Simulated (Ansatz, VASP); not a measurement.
**CsSnI3: VASP beside Ansatz**

```
Cs I Sn
1.0
     6.20570    0.00000    0.00000
     0.00000    6.20570    0.00000
     0.00000    0.00000    6.20570
Cs I Sn
1 3 1
Direct
  0.00000 0.00000 0.00000
  0.50000 0.50000 0.00000
  0.50000 0.00000 0.50000
  0.00000 0.50000 0.50000
  0.50000 0.50000 0.50000
```

Alike in both runs: task relaxation of cell and atoms; functional r2SCAN; k mesh 5 × 5 × 5; occupations fermi-dirac, width 0.05 eV; no spin polarisation.

|  | VASP | Ansatz |
| --- | --- | --- |
| version | VASP 6.6.1 | Ansatz 0.2.0 |
| potentials or method | VASP PAW PBE potentials, release 64 (Cs_sv, I, Sn_d) | Ansatz PAW |
| plane-wave cutoff (eV) | 600 | 500 |
| valence electrons in the cell | 44 | 74 |

Ansatz gave:

```
relaxed volume (Å³/atom)                                                      : 47.80
relaxed length of the cell vector where the two differ most in proportion (Å) : 6.206
```

Estimate VASP's values.

relaxed volume (Å³/atom): 47.88; relaxed length of the cell vector where the two differ most in proportion (Å): 6.209.

VASP's potentials were made for PBE, not for r2SCAN. VASP's potentials hold 44 valence electrons a cell and Ansatz's 74, so a difference there can come from the potentials and not from the codes.

Spin-orbit coupling is off throughout. Noted on Ansatz's run: odd divisions of the mesh miss points on the zone boundary, where band edges often lie, so the gap on the mesh can be too wide; the plane-wave basis is chosen anew once the cell has moved, so the energies of steps on either side of that aren't comparable.
